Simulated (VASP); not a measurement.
# HC12 (a cell with a defect) in VASP: notebook

The runs below take HC12 (a cell with a defect) through single point, with LDA.

Program: VASP 6.6.1. These are calculated values, not measurements. Logs are shortened: lines on timing, memory, paths and dates and some standing lists are left out, and cuts for length are marked.

## Step 1: The cell of the first run

The cell holds a defect, 13 atoms: a = 4.325 Å, b = 4.325 Å, c = 4.325 Å, α = 80.41°, β = 70.53°, γ = 60.00°.

## Step 2: Single point, LDA

INCAR

```
SYSTEM = HC12
ALGO = Normal
EDIFF = 1E-6
ENCUT = 520
ISIF = 2
ISMEAR = 0
LASPH = .True.
LCHARG = .False.
LREAL = .False.
LWAVE = .False.
NBANDS = 36
NELECT = 48.0
NELM = 80
PREC = Accurate
SIGMA = 0.05
```

KPOINTS

```
k-points
0
Gamma
  6 6 6
  0 0 0
```

POSCAR

```
HC12
1.0
    1.7657489870     -3.5314979740     -1.7657489870
    3.5314979740     -1.7657489870      1.7657489870
   -1.7657489870     -3.5314979740      1.7657489870
C H
12 1
Direct
    0.2500000000      1.0000000000      0.2500000000
    0.0833333333      0.3333333333      0.7500000000
    0.9166666667      0.6666666667      0.2500000000
    0.7500000000      1.0000000000      0.7500000000
    0.5833333333      0.3333333333      0.2500000000
    0.4166666667      0.6666666667      0.7500000000
    0.9583333333      0.3333333333      0.1250000000
    0.7916666667      0.6666666667      0.6250000000
    0.6250000000      1.0000000000      0.1250000000
    0.4583333333      0.3333333333      0.6250000000
    0.2916666667      0.6666666667      0.1250000000
    0.1250000000      1.0000000000      0.6250000000
    1.3333333333      0.3333333333      0.5000000000
```

Potentials or basis: VASP PAW LDA potentials, release 64 (C, H).

Launch:

```bash
cat potpaw_LDA.64/C/POTCAR potpaw_LDA.64/H/POTCAR > POTCAR
mpirun -np 1 vasp_std > vasp.out
```

OUTCAR:

```text
SYSTEM = HC12
   EDIFF = 1E-6
   ENCUT = 520
   ISIF = 2
   ISMEAR = 0
   LASPH = .True.
   LREAL = .False.
   NELECT = 48.0
   NELM = 80
   PREC = Accurate

 ion  position               nearest neighbor table
   1  0.250  0.000  0.250-  11 1.53   9 1.53   7 1.53  12 1.53
   2  0.083  0.333  0.750-  13 1.25  12 1.53  10 1.53   7 1.53   8 1.53
   3  0.917  0.667  0.250-   8 1.53   9 1.53  11 1.53   7 1.53
   4  0.750  0.000  0.750-   8 1.53   9 1.53  10 1.53  12 1.53
   5  0.583  0.333  0.250-  13 1.25   9 1.53  10 1.53  11 1.53   7 1.53
   6  0.417  0.667  0.750-   8 1.53  11 1.53  12 1.53  10 1.53
   7  0.958  0.333  0.125-   1 1.53   2 1.53   5 1.53   3 1.53
   8  0.792  0.667  0.625-   4 1.53   3 1.53   2 1.53   6 1.53
   9  0.625  0.000  0.125-   5 1.53   3 1.53   4 1.53   1 1.53
  10  0.458  0.333  0.625-  13 0.88   4 1.53   5 1.53   2 1.53   6 1.53
  11  0.292  0.667  0.125-   1 1.53   3 1.53   5 1.53   6 1.53
  12  0.125  0.000  0.625-   2 1.53   1 1.53   4 1.53   6 1.53
  13  0.333  0.333  0.500-  10 0.88   5 1.25   2 1.25

  LATTYP: Found a base centered monoclinic cell.
 ALAT       =     4.3251840320
 B/A-ratio  =     1.7320508076
 C/A-ratio  =     1.0000000000
 COS(beta)  =    -0.3333333333

  Lattice vectors:

 A1 = (   1.7657489870,   1.7657489870,   3.5314979740)
 A2 = (  -3.5314979740,   1.7657489870,  -1.7657489870)
 A3 = (  -1.7657489870,  -3.5314979740,   1.7657489870)

Analysis of symmetry for initial positions (statically):
=====================================================================
 Subroutine PRICEL returns:
 Original cell was already a primitive cell.

 Routine SETGRP: Setting up the symmetry group for a
 base centered monoclinic supercell.

 Subroutine GETGRP returns: Found  2 space group operations
 (whereof  1 operations were pure point group operations)
 out of a pool of  4 trial point group operations.

The static configuration has the point symmetry C_1 .
 The point group associated with its full space group is C_1h.

Analysis of symmetry for dynamics (positions and initial velocities):
=====================================================================
 Subroutine PRICEL returns:
 Original cell was already a primitive cell.

 Routine SETGRP: Setting up the symmetry group for a
 base centered monoclinic supercell.

 Subroutine GETGRP returns: Found  2 space group operations
 (whereof  1 operations were pure point group operations)
 out of a pool of  4 trial point group operations.

The dynamic configuration has the point symmetry C_1 .
 The point group associated with its full space group is C_1h.
[... 130 lines left out ...]
   TEBEG  =    0.0;   TEEND  =   0.0 temperature during run
   PSTRESS=    0.0 pullay stress
   NELECT =      48.0000    total number of electrons
   NUPDOWN=      -1.0000    fix difference up-down
   EMIN   =  10.00;   EMAX   =-10.00  energy-range for DOS
   EFERMI =   0.00;   METHOD = LEGACY
   ISMEAR =     0;   SIGMA  =   0.05  broadening in eV -4-tet -1-fermi 0-gaus
   EFERMI_NEDOS =   21; number of points for ismear=-14 and -15
   IALGO  =     38    algorithm
   IMIX   =      4    mixing-type and parameters
     AMIX     =   0.40;   BMIX     =  1.00
     AMIX_MAG =   1.60;   BMIX_MAG =  1.00
  volume/ion in A,a.u.               =       5.08        34.29
  Fermi-wavevector in a.u.,A,eV,Ry     =   1.471745  2.781195 29.470667  2.166033
  Thomas-Fermi vector in A             =   2.586844
   LORBIT       =      0    0 simple, 1 ext, 2 COOP (PROOUT), +10 PAW based schemes
   GGA     = CA    functional components
   LHFCALC =     F    Hartree Fock is set to
   AEXX    =    0.0000 exact exchange contribution
   IVDW    =     0    specifies the selected vdW correction
   LEPSILON=     F    determine dielectric tensor
   LRPA    =     F    only Hartree local field effects (RPA)
 non-spin polarized calculation
 Gauss-broadening in eV      SIGMA  =   0.05
  energy-cutoff  :      520.00
  volume of cell :       66.06
 maximum number of plane-waves:      1807
   NGX = 17   NGY = 17   NGZ = 17

 number of electron      47.9999999 magnetization

 Free energy of the ion-electron system (eV)
  ---------------------------------------------------
  ext. energy  EPLUGINS =         0.00000000
  ---------------------------------------------------
  free energy    TOTEN  =      -130.05713308 eV

  energy without entropy =     -130.05713308  energy(sigma->0) =     -130.05713308

 E-fermi :  10.5992     XC(G=0): -13.6384

 val. band max:       10.3318305377   @ k =   0.0000   0.0000   0.0000
 cond. band min:      13.4765919806   @ k =   0.3333  -0.3333   0.3333
 fundamental gap:      3.1447614429
 Fermi energy:        10.5991516226

 k-point     1 :       0.0000    0.0000    0.0000
  band No.  band energies     occupation
      1     -12.4881      2.00000
      2      -7.5288      2.00000
      3      -5.3665      2.00000
      4      -3.8129      2.00000
      5      -3.6882      2.00000
      6      -3.3456      2.00000
[... 925 lines left out ...]
     35      19.9762      0.00000
     36      20.1371      0.00000

 [... further k-points ...]
[... 5 lines left out ...]
  --------------------------------------------------------------------------------------
  -------------------------------------------------------------------------------------
  Total       -7.0687192      2.3403947     -7.0687192     -0.0047931      0.0047932     -3.3674050
  in kB     -171.4285558     56.7585819   -171.4285558     -0.1162401      0.1162442    -81.6653442
  external PRESSURE =     -95.3661766 kB  Pullay stress =       0.0000000 kB

 VOLUME and BASIS-vectors are now :
 -----------------------------------------------------------------------------
  energy-cutoff  :      520.00
  volume of cell :       66.06
      direct lattice vectors                 reciprocal lattice vectors
     1.765748987 -3.531497974 -1.765748987     0.047194326 -0.141582978 -0.235971630
     3.531497974 -1.765748987  1.765748987     0.188777304  0.000000000  0.188777304
    -1.765748987 -3.531497974  1.765748987    -0.141582978 -0.141582978  0.141582978

 POSITION                                       TOTAL-FORCE (eV/Angst)
 -----------------------------------------------------------------------------------
      0.00000     -1.76575      0.00000         0.005078      0.196223     -0.180426
     -0.00000     -3.53150      1.76575        -3.218426      1.376978      3.218426
      3.53150     -5.29725     -0.00000         0.180426      0.196223     -0.005078
      0.00000     -5.29725      0.00000        -0.289565      0.012992     -0.100825
      1.76575     -3.53150      0.00000         3.210077      1.490803     -3.210077
      1.76575     -5.29725      1.76575         0.100825      0.012992      0.289565
      2.64862     -4.41437     -0.88287        -0.032841     -1.060249      0.032841
      2.64862     -6.18012      0.88287         0.141868      0.305930      0.111170
      0.88287     -2.64862     -0.88287        -0.178343      0.238343     -0.142749
      0.88287     -4.41437      0.88287         0.011472    -17.775453     -0.011472
      2.64862     -2.64862      0.88287         0.142749      0.238343      0.178343
     -0.88287     -2.64862      0.88287        -0.111170      0.305930     -0.141868
      0.88287     -3.53150      0.88287         0.037850     14.460945     -0.037850
 -----------------------------------------------------------------------------------
    total drift:                                0.000007     -0.000358      0.000002

  FREE ENERGIE OF THE ION-ELECTRON SYSTEM (eV)
  ---------------------------------------------------
  free  energy   TOTEN  =      -130.0571330828 eV

  energy  without entropy=     -130.0571330828  energy(sigma->0) =     -130.05713308
```

stdout:

```text
POSCAR found type information on POSCAR C H
 POSCAR found :  2 types and      13 ions
 scaLAPACK will be used
 LDA part: xc-table for (Slater(with rela. corr.)+CA(PZ))
 , standard interpolation
 POSCAR, INCAR and KPOINTS ok, starting setup
 FFT: planning ... GRIDC
 FFT: planning ... GRID_SOFT
 FFT: planning ... GRID
 WAVECAR not read
 entering main loop
 the old and the new charge density differ
 old charge density:    49.00000 new   48.00000
    0.149E+01
```

Wall time 62 s (1 thread of Intel Xeon Platinum 8559C (Emerald Rapids), shared host); peak memory 0.22 GiB.

What came out:

```
Free energy   : -130.0571 eV
Largest force : 17.775 eV/Å
```

Forces on the atoms (eV/Å):
```
C     0.005   0.196  -0.180
C    -3.218   1.377   3.218
C     0.180   0.196  -0.005
C    -0.290   0.013  -0.101
C     3.210   1.491  -3.210
C     0.101   0.013   0.290
C    -0.033  -1.060   0.033
C     0.142   0.306   0.111
C    -0.178   0.238  -0.143
C     0.011 -17.775  -0.011
C     0.143   0.238   0.178
C    -0.111   0.306  -0.142
H     0.038  14.461  -0.038
```

Levels at points of the mesh, in eV from the Fermi level:
| k point | band 20 | band 21 | band 22 | band 23 | band 24 | band 25 | band 26 | band 27 | band 28 | band 29 |
| --- | --- | --- | --- | --- | --- | --- | --- | --- | --- | --- |
| (0.00, 0.00, 0.00) | -3.63 | -3.17 | -0.62 | -0.45 | -0.27 | 3.28 | 5.15 | 5.17 | 5.76 | 6.34 |
| (0.50, 0.00, 0.00) | -5.09 | -4.71 | -4.44 | -2.72 | -2.24 | 5.23 | 5.86 | 6.15 | 6.62 | 7.58 |
| (0.00, 0.50, 0.00) | -5.11 | -3.46 | -3.14 | -2.33 | -1.41 | 2.96 | 4.51 | 6.81 | 7.08 | 7.69 |
| (0.00, 0.00, 0.50) | -5.37 | -2.83 | -2.27 | -1.92 | -1.91 | 6.08 | 6.50 | 6.83 | 6.99 | 7.14 |
| (0.50, 0.00, 0.50) | -4.15 | -3.97 | -3.56 | -3.13 | -3.09 | 3.45 | 4.31 | 4.36 | 6.01 | 7.22 |
| (0.00, 0.50, 0.50) | -5.09 | -4.80 | -4.31 | -4.28 | -4.14 | 5.14 | 5.65 | 5.97 | 5.99 | 6.03 |

Caveat: the cell carries a net charge on a neutralising background, which shifts energy and pressure; the cell is charged against a uniform background, so pressure and absolute levels hang on convention.

## Step 3: Single point, LDA

INCAR

```
SYSTEM = HC12
PREC = Accurate
ENCUT = 520
EDIFF = 1E-6
ISMEAR = 0
SIGMA = 0.05
LREAL = .False.
LASPH = .True.
NELM = 100
ALGO = Normal
ISIF = 2
LWAVE = .False.
LCHARG = .False.
GGA = CA
NELECT = 48.0
NBANDS = 36
```

KPOINTS

```
Automatic mesh
0
Gamma
  6 6 6
  0 0 0
```

Changes to POSCAR since step 2:

```diff
@@ -20,2 +20,2 @@
     0.1250000000      1.0000000000      0.6250000000
-    1.3333333333      0.3333333333      0.5000000000
+    1.1666666667      0.3333333333      0.3333333333
```

Potentials or basis: VASP PAW LDA potentials, release 64 (C, H).

Launch:

```bash
cat potpaw_LDA.64/C/POTCAR potpaw_LDA.64/H/POTCAR > POTCAR
mpirun -np 1 vasp_std > vasp.out
```

Wall time 59 s (1 thread of Intel Xeon Platinum 8559C (Emerald Rapids), shared host); peak memory 0.22 GiB.

The run converged. Its results:

```
Free energy   : -131.5081 eV
Largest force : 1.848 eV/Å
```

Forces on the atoms (eV/Å):
```
C   -1.184 -0.148 -0.941
C   -0.120 -0.727  0.120
C    0.941 -0.148  1.184
C    0.182  0.212 -0.131
C    0.132 -1.063 -0.132
C    0.131  0.212 -0.182
C    0.154  1.835 -0.154
C   -0.343 -0.478  1.078
C    0.453  0.171 -0.996
C   -0.125 -0.486  0.125
C    0.996  0.171 -0.453
C   -1.078 -0.478  0.343
H   -0.138  0.927  0.138
```

Levels at points of the mesh, in eV from the Fermi level:
| k point | band 21 | band 22 | band 23 | band 24 | band 25 | band 26 | band 27 | band 28 |
| --- | --- | --- | --- | --- | --- | --- | --- | --- |
| (0.00, 0.00, 0.00) | -3.18 | -0.28 | -0.27 | -0.24 | 3.23 | 5.11 | 5.30 | 5.36 |
| (0.50, 0.00, 0.00) | -4.61 | -4.49 | -2.44 | -2.20 | 2.75 | 6.07 | 6.25 | 6.33 |
| (0.00, 0.50, 0.00) | -3.15 | -3.15 | -1.69 | -1.61 | 1.84 | 4.50 | 6.60 | 7.24 |
| (0.00, 0.00, 0.50) | -2.50 | -2.40 | -1.77 | -1.76 | 3.23 | 6.71 | 6.97 | 7.12 |
| (0.50, 0.00, 0.50) | -3.83 | -3.71 | -3.13 | -3.10 | 1.58 | 4.46 | 5.45 | 5.73 |
| (0.00, 0.50, 0.50) | -4.69 | -4.44 | -4.17 | -4.10 | 1.93 | 5.73 | 6.13 | 6.18 |

Caveat: the cell carries a net charge on a neutralising background, which shifts energy and pressure; the cell is charged against a uniform background, so pressure and absolute levels hang on convention.
